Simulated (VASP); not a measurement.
# Cs (I4/mmm) in VASP: a series of runs

Cs is run at these levels: PBE; tasks: single point.

All numbers are computed with VASP 6.6.1; they aren't measurements. Logs are shortened: lines on timing, memory, paths and dates and some standing lists are left out, and cuts for length are marked.

### Step 1. The cell of the first run

Symmetry: I4/mmm, No. 139, tetragonal system. Conventional cell: a = 6.045 Å, b = 6.045 Å, c = 5.138 Å, α = 90.00°, β = 90.00°, γ = 90.00°.

### Step 2. Single point, PBE (strain -0.1500 x Voigt [0, 1, 0, 0, 0, 0])

Contents of INCAR:

```
SYSTEM = Cs
PREC     = Accurate       ! precision mode
ENCUT    = 520            ! plane-wave cutoff, eV
EDIFF    = 1E-7           ! SCF threshold, eV
ISMEAR   = 0              ! smearing method
SIGMA    = 0.15           ! smearing width, eV
LREAL    = .False.        ! projectors in reciprocal space
LASPH    = .True.         ! aspherical terms in the spheres
NELM     = 60             ! most SCF steps
ALGO     = Fast           ! electronic algorithm
ISIF     = 2              ! what is computed and relaxed
LWAVE    = .False.        ! write WAVECAR
LCHARG   = .False.        ! write CHGCAR
GGA      = PE             ! functional
NBANDS   = 10             ! bands
```

Contents of KPOINTS:

```
Automatic mesh
0
Gamma
  12 12 12
  0 0 0
```

Contents of POSCAR:

```
Cs
1.0
   -3.0225000000      2.5691250000      3.0225000000
    3.0225000000     -2.5691250000      3.0225000000
    3.0225000000      2.5691250000     -3.0225000000
Cs
1
Direct
    0.0000000000      0.0000000000      0.0000000000
```

Potentials or basis: VASP PAW PBE potentials, release 64 (Cs_sv).

Run with:

```sh
$ cat potpaw_PBE.64/Cs_sv/POTCAR > POTCAR
$ mpirun -np 1 vasp_std > vasp.out
```

OUTCAR:

```text
SYSTEM = Cs
   PREC = Accurate
   ENCUT = 520
   EDIFF = 1E-7
   ISMEAR = 0
   LREAL = .False.
   LASPH = .True.
   NELM = 60
   ISIF = 2
   GGA = PE

 ion  position               nearest neighbor table
   1  0.000  0.000  0.000-

  LATTYP: Found a body centered tetragonal cell.
 ALAT       =     6.0450000000
 C/A-ratio  =     0.8500000000

  Lattice vectors:

 A1 = (  -3.0225000000,  -2.5691250000,   3.0225000000)
 A2 = (   3.0225000000,  -2.5691250000,  -3.0225000000)
 A3 = (   3.0225000000,   2.5691250000,   3.0225000000)

Analysis of symmetry for initial positions (statically):
=====================================================================
 Subroutine PRICEL returns:
 Original cell was already a primitive cell.

 Routine SETGRP: Setting up the symmetry group for a
 body centered tetragonal supercell.

 Subroutine GETGRP returns: Found 16 space group operations
 (whereof 16 operations were pure point group operations)
 out of a pool of 16 trial point group operations.

The static configuration has the point symmetry D_4h.

Analysis of symmetry for dynamics (positions and initial velocities):
=====================================================================
 Subroutine PRICEL returns:
 Original cell was already a primitive cell.

 Routine SETGRP: Setting up the symmetry group for a
 body centered tetragonal supercell.

 Subroutine GETGRP returns: Found 16 space group operations
 (whereof 16 operations were pure point group operations)
 out of a pool of 16 trial point group operations.

The dynamic configuration has the point symmetry D_4h.

 Subroutine INISYM returns: Found 16 space group operations
 (whereof 16 operations are pure point group operations),
 and found     1 'primitive' translations

----------------------------------------------------------------------------------------

                                     Primitive cell

  volume of cell :      93.8810

  direct lattice vectors                    reciprocal lattice vectors
    -3.022500000  2.569125000  3.022500000     0.000000000  0.194618790  0.165425972
     3.022500000 -2.569125000  3.022500000     0.165425972  0.000000000  0.165425972
     3.022500000  2.569125000 -3.022500000     0.165425972  0.194618790  0.000000000

  length of vectors
     4.987125000  4.987125000  4.987125000     0.255425578  0.233947653  0.255425578

  position of ions in fractional coordinates (direct lattice)
     0.000000000  0.000000000  0.000000000

  ion indices of the primitive-cell ions
   primitive index   ion index
[... 80 lines left out ...]
   ISYM   =      2    0-nonsym 1-usesym 2-fastsym
   POTIM  = 0.5000    time-step for ionic-motion
   TEBEG  =    0.0;   TEEND  =   0.0 temperature during run
   PSTRESS=    0.0 pullay stress
   NELECT =       9.0000    total number of electrons
   NUPDOWN=      -1.0000    fix difference up-down
   EMIN   =  10.00;   EMAX   =-10.00  energy-range for DOS
   EFERMI =   0.00;   METHOD = LEGACY
   ISMEAR =     0;   SIGMA  =   0.15  broadening in eV -4-tet -1-fermi 0-gaus
   EFERMI_NEDOS =   21; number of points for ismear=-14 and -15
   IALGO  =     68    algorithm
   IMIX   =      4    mixing-type and parameters
     AMIX     =   0.40;   BMIX     =  1.00
     AMIX_MAG =   1.60;   BMIX_MAG =  1.00
  volume/ion in A,a.u.               =      93.88       633.54
  Fermi-wavevector in a.u.,A,eV,Ry     =   0.749255  1.415887  7.638083  0.561383
  Thomas-Fermi vector in A             =   1.845732
   LORBIT       =      0    0 simple, 1 ext, 2 COOP (PROOUT), +10 PAW based schemes
   GGA     = PE    functional components
   LHFCALC =     F    Hartree Fock is set to
   AEXX    =    0.0000 exact exchange contribution
   IVDW    =     0    specifies the selected vdW correction
   LEPSILON=     F    determine dielectric tensor
   LRPA    =     F    only Hartree local field effects (RPA)
 non-spin polarized calculation
 RMM-DIIS sequential band-by-band and
 Gauss-broadening in eV      SIGMA  =   0.15
  energy-cutoff  :      520.00
  volume of cell :       93.88
 maximum number of plane-waves:      2548
 NGX is ok and might be reduce to    40
   NGX = 19   NGY = 19   NGZ = 19

 number of electron       8.9999999 magnetization

 Free energy of the ion-electron system (eV)
  ---------------------------------------------------
  ext. energy  EPLUGINS =         0.00000000
  ---------------------------------------------------
  free energy    TOTEN  =        -0.81252838 eV

  energy without entropy =       -0.79598405  energy(sigma->0) =       -0.80425622

 E-fermi :   1.0216     XC(G=0):  -5.9449

 val. band max:        1.0212898563   @ k =   0.4167  -0.2500   0.0833
 cond. band min:       1.0229025301   @ k =   0.3333   0.0833   0.0833
 fundamental gap:      0.0016126738
 Fermi energy:         1.0215634124

 k-point     1 :       0.0000    0.0000    0.0000
  band No.  band energies     occupation
      1     -22.7554      2.00000
      2      -9.4545      2.00000
      3      -9.4545      2.00000
      4      -9.4434      2.00000
      5      -0.8628      2.00000
      6       3.1275      0.00000
      7       4.0032      0.00000
      8       4.0032      0.00000
      9       4.0239      0.00000
     10       5.2018      0.00000
[... 287 lines left out ...]
 k-point    24 :       0.4167    0.1667   -0.0000
  band No.  band energies     occupation
      1     -22.7353      2.00000
      2      -9.7026      2.00000
      3      -9.5637      2.00000
      4      -9.4936      2.00000
      5       1.2651      0.02165
      6       2.1849      0.00000
      7       2.4144      0.00000
      8       4.2981      0.00000
      9       5.4910      0.00000
     10       5.6876      0.00000

 [... further k-points ...]

------------------------ aborting loop because EDIFF is reached ----------------------------------------

  FORCE on cell =-STRESS in cart. coord.  units (eV):
  Direction    XX          YY          ZZ          XY          YZ          ZX
  --------------------------------------------------------------------------------------
  -------------------------------------------------------------------------------------
  Total        0.3173649      0.4763199      0.3173649      0.0000000      0.0000000      0.0000000
  in kB        5.4161614      8.1288933      5.4161614      0.0000000      0.0000000      0.0000000
  external PRESSURE =       6.3204053 kB  Pullay stress =       0.0000000 kB

 VOLUME and BASIS-vectors are now :
 -----------------------------------------------------------------------------
  energy-cutoff  :      520.00
  volume of cell :       93.88
      direct lattice vectors                 reciprocal lattice vectors
    -3.022500000  2.569125000  3.022500000     0.000000000  0.194618790  0.165425972
     3.022500000 -2.569125000  3.022500000     0.165425972  0.000000000  0.165425972
     3.022500000  2.569125000 -3.022500000     0.165425972  0.194618790  0.000000000

 POSITION                                       TOTAL-FORCE (eV/Angst)
 -----------------------------------------------------------------------------------
      0.00000      0.00000      0.00000         0.000000     -0.000000      0.000000
 -----------------------------------------------------------------------------------
    total drift:                                0.000000      0.000000     -0.000000

  FREE ENERGIE OF THE ION-ELECTRON SYSTEM (eV)
  ---------------------------------------------------
  free  energy   TOTEN  =        -0.8125283832 eV

  energy  without entropy=       -0.7959840538  energy(sigma->0) =       -0.80425622
```

OSZICAR:

```text
N       E                     dE             d eps       ncg     rms          rms(c)
DAV:   1     0.507165386768E+02    0.50717E+02   -0.30512E+03  3260   0.642E+02
DAV:   2     0.394646865239E+01   -0.46770E+02   -0.45572E+02  4144   0.109E+02
DAV:   3    -0.753689262361E+00   -0.47002E+01   -0.46924E+01  3750   0.396E+01
DAV:   4    -0.813041199264E+00   -0.59352E-01   -0.59343E-01  4192   0.532E+00
DAV:   5    -0.813291959125E+00   -0.25076E-03   -0.25076E-03  4292   0.314E-01    0.155E-01
RMM:   6    -0.812300933568E+00    0.99103E-03   -0.16997E-03  3419   0.208E-01    0.966E-02
RMM:   7    -0.812415765769E+00   -0.11483E-03   -0.43227E-03  3548   0.327E-01    0.462E-02
RMM:   8    -0.812530771803E+00   -0.11501E-03   -0.18260E-04  4167   0.868E-02    0.981E-03
RMM:   9    -0.812528725374E+00    0.20464E-05   -0.46925E-05  4595   0.349E-02    0.251E-03
RMM:  10    -0.812528099295E+00    0.62608E-06   -0.52675E-06  4778   0.141E-02    0.794E-04
RMM:  11    -0.812528185679E+00   -0.86384E-07   -0.18871E-06  4878   0.619E-03    0.362E-04
RMM:  12    -0.812528397158E+00   -0.21148E-06   -0.29126E-07  4052   0.295E-03    0.165E-04
RMM:  13    -0.812528383200E+00    0.13958E-07   -0.41805E-08  2886   0.109E-03
   1 F= -.81252838E+00 E0= -.80425622E+00  d E =-.165443E-01
```

It took 7.1 min on 1 thread of AMD EPYC 7R13, shared host; peak memory 0.3 GiB.

What came out:

* Free energy: -0.8125 eV
* Pressure: 0.6 GPa
* Band gap on the k mesh: zero (an odd number of electrons rules out a gap without spin polarisation)

Caveat: the cell differs from its parent crystal (strain -0.1500 x Voigt [0, 1, 0, 0, 0, 0]); spin-orbit coupling is left out, which moves the levels of the heavy elements.

### Step 3. Single point, PBE (strain -0.1125 x Voigt [0, 1, 0, 0, 0, 0])

Contents of INCAR:

```
SYSTEM = Cs
PREC = Accurate
ENCUT = 520
EDIFF = 1E-6
ISMEAR = 0
SIGMA = 0.15
LREAL = .FALSE.
LASPH = .TRUE.
NELM = 80
ALGO = Fast
ISIF = 2
LWAVE = .FALSE.
LCHARG = .TRUE.
GGA = PE
LELF = .TRUE.
LVHAR = .TRUE.
NBANDS = 10
```

Contents of KPOINTS:

```
regular mesh
0
G
  12 12 12
  0 0 0
```

Contents of POSCAR:

```
Cs
1.0
   -3.0225000000      2.6824687500      3.0225000000
    3.0225000000     -2.6824687500      3.0225000000
    3.0225000000      2.6824687500     -3.0225000000
Cs
1
Direct
    0.0000000000      0.0000000000      0.0000000000
```

Potentials or basis: VASP PAW PBE potentials, release 64 (Cs_sv).

Run with:

```sh
$ cat potpaw_PBE.64/Cs_sv/POTCAR > POTCAR
$ mpirun -np 1 vasp_std > vasp.out
```

Run time: 5.3 min. Hardware: 1 thread of AMD EPYC 7R13, shared host; peak memory 0.3 GiB.

Results (log left out):

```yaml
Free_energy: -0.8304 eV
Pressure: 0.5 GPa
Band_gap_on_the_k_mesh: zero (an odd number of electrons rules out a gap without spin polarisation)
```

Stress tensor (GPa, compression positive):
```
0.41 0.00 0.00
0.00 0.56 0.00
0.00 0.00 0.41
```

Levels at points of the mesh, in eV from the Fermi level:
| k point | band 2 | band 3 | band 4 | band 5 | band 6 | band 7 | band 8 | band 9 |
| --- | --- | --- | --- | --- | --- | --- | --- | --- |
| (0.00, 0.00, 0.00) | -10.50 | -10.50 | -10.49 | -1.84 | 2.23 | 2.83 | 2.83 | 3.13 |
| (0.50, 0.00, 0.00) | -10.73 | -10.57 | -10.51 | 0.00 | 1.20 | 1.44 | 3.48 | 4.54 |
| (0.00, 0.50, 0.00) | -10.73 | -10.55 | -10.49 | -0.11 | 0.89 | 2.05 | 3.03 | 3.81 |
| (0.50, 0.50, 0.50) | -10.67 | -10.67 | -10.62 | 0.38 | 0.61 | 3.12 | 3.12 | 4.18 |

Caveat: the cell differs from its parent crystal (strain -0.1125 x Voigt [0, 1, 0, 0, 0, 0]); spin-orbit coupling is left out, which moves the levels of the heavy elements.

### Step 4. Single point, PBE (strain -0.0750 x Voigt [0, 1, 0, 0, 0, 0])

Contents of INCAR:

```
PREC = Accurate
ENCUT = 520
EDIFF = 1E-6
ISMEAR = 0
SIGMA = 0.15
LREAL = F
LASPH = T
NELM = 60
ALGO = Fast
ISIF = 2
LWAVE = F
LCHARG = F
GGA = PE
NBANDS = 10
```

Contents of KPOINTS:

```
Automatic mesh
0
Gamma
  12 12 12
```

Contents of POSCAR:

```
Cs
1.0
   -3.0225000000      2.7958125000      3.0225000000
    3.0225000000     -2.7958125000      3.0225000000
    3.0225000000      2.7958125000     -3.0225000000
Cs
1
Direct
    0.0000000000      0.0000000000      0.0000000000
```

Potentials or basis: VASP PAW PBE potentials, release 64 (Cs_sv).

Run with:

```sh
$ cat potpaw_PBE.64/Cs_sv/POTCAR > POTCAR
$ mpirun -np 1 vasp_std > vasp.out
```

OUTCAR:

```text
PREC = Accurate
   ENCUT = 520
   EDIFF = 1E-6
   ISMEAR = 0
   LREAL = F
   LASPH = T
   NELM = 60
   ISIF = 2
   GGA = PE

 ion  position               nearest neighbor table
   1  0.000  0.000  0.000-

  LATTYP: Found a body centered tetragonal cell.
 ALAT       =     6.0450000000
 C/A-ratio  =     0.9250000000

  Lattice vectors:

 A1 = (  -3.0225000000,  -2.7958125000,   3.0225000000)
 A2 = (   3.0225000000,  -2.7958125000,  -3.0225000000)
 A3 = (   3.0225000000,   2.7958125000,   3.0225000000)

Analysis of symmetry for initial positions (statically):
=====================================================================
 Subroutine PRICEL returns:
 Original cell was already a primitive cell.

 Routine SETGRP: Setting up the symmetry group for a
 body centered tetragonal supercell.

 Subroutine GETGRP returns: Found 16 space group operations
 (whereof 16 operations were pure point group operations)
 out of a pool of 16 trial point group operations.

The static configuration has the point symmetry D_4h.

Analysis of symmetry for dynamics (positions and initial velocities):
[... 166 lines left out ...]
 k-point     1 :       0.0000    0.0000    0.0000
  band No.  band energies     occupation
      1     -23.0302      2.00000
      2      -9.7511      2.00000
      3      -9.7511      2.00000
      4      -9.7495      2.00000
      5      -1.0296      2.00000
      6       3.1006      0.00000
      7       3.4733      0.00000
      8       3.4733      0.00000
      9       4.0086      0.00000
     10       4.5338      0.00000
[... 287 lines left out ...]
 k-point    24 :       0.4167    0.1667   -0.0000
  band No.  band energies     occupation
      1     -23.0174      2.00000
      2      -9.9370      2.00000
      3      -9.8371      2.00000
      4      -9.7730      2.00000
      5       1.0321      0.01318
      6       1.7968      0.00000
      7       2.1792      0.00000
      8       3.9897      0.00000
      9       4.9012      0.00000
     10       5.2001      0.00000

 [... further k-points ...]

------------------------ aborting loop because EDIFF is reached ----------------------------------------

  FORCE on cell =-STRESS in cart. coord.  units (eV):
  Direction    XX          YY          ZZ          XY          YZ          ZX
  --------------------------------------------------------------------------------------
  -------------------------------------------------------------------------------------
  Total        0.1913228      0.2311524      0.1913228     -0.0000000      0.0000000      0.0000000
  in kB        3.0003822      3.6250031      3.0003822     -0.0000000      0.0000000      0.0000000
  external PRESSURE =       3.2085892 kB  Pullay stress =       0.0000000 kB

 VOLUME and BASIS-vectors are now :
 -----------------------------------------------------------------------------
  energy-cutoff  :      520.00
  volume of cell :      102.16
      direct lattice vectors                 reciprocal lattice vectors
    -3.022500000  2.795812500  3.022500000     0.000000000  0.178838889  0.165425972
     3.022500000 -2.795812500  3.022500000     0.165425972  0.000000000  0.165425972
     3.022500000  2.795812500 -3.022500000     0.165425972  0.178838889  0.000000000

 POSITION                                       TOTAL-FORCE (eV/Angst)
 -----------------------------------------------------------------------------------
      0.00000      0.00000      0.00000        -0.000000      0.000000      0.000000
 -----------------------------------------------------------------------------------
    total drift:                               -0.000000      0.000000      0.000000

  FREE ENERGIE OF THE ION-ELECTRON SYSTEM (eV)
  ---------------------------------------------------
  free  energy   TOTEN  =        -0.8425152977 eV

  energy  without entropy=       -0.8263941878  energy(sigma->0) =       -0.83445474
```

stdout:

```text
POSCAR found type information on POSCAR Cs
 POSCAR found :  1 types and       1 ions
 scaLAPACK will be used
 LDA part: xc-table for (Slater+PW92), standard interpolation
 POSCAR, INCAR and KPOINTS ok, starting setup
 FFT: planning ... GRIDC
 FFT: planning ... GRID_SOFT
 FFT: planning ... GRID
 WAVECAR not read
 entering main loop
```

It took 4.9 min on 1 thread of AMD EPYC 7R13, shared host; peak memory 0.31 GiB.

What came out:

```
Free energy            : -0.8425 eV
Pressure               : 0.3 GPa
Band gap on the k mesh : zero (an odd number of electrons rules out a gap without spin polarisation)
```

Caveat: the cell differs from its parent crystal (strain -0.0750 x Voigt [0, 1, 0, 0, 0, 0]); spin-orbit coupling is left out, which moves the levels of the heavy elements.

### Step 5. Overview

| cell | further INCAR settings | gap on the mesh (eV) | pressure (GPa) |
| --- | --- | --- | --- |
| a = 4.987 Å, angles 105.4, 118.0, 105.4°, 1 atom | ALGO = Fast; EDIFF = 1e-07; NBANDS = 10 | none | 0.6 |
| a = 5.046 Å, angles 106.4, 115.8, 106.4°, 1 atom | ALGO = Fast; EDIFF = 1e-06; NBANDS = 10 | none | 0.5 |
| a = 5.108 Å, angles 107.4, 113.6, 107.4°, 1 atom | ALGO = Fast; EDIFF = 1e-06; NBANDS = 10 | none | 0.3 |

Alike in all rows: task single point; level PBE; potentials or basis VASP PAW PBE potentials, release 64 (Cs_sv); no spin polarisation; k mesh 12 × 12 × 12; cutoff (eV) 520; smearing gaussian 0.15 eV.

Caveats: spin-orbit coupling is left out, which moves the levels of the heavy elements.

Absolute energies hang on the potentials; compare differences alone.

The gap in the log of VASP goes by the Fermi energy; the results here count the filled bands.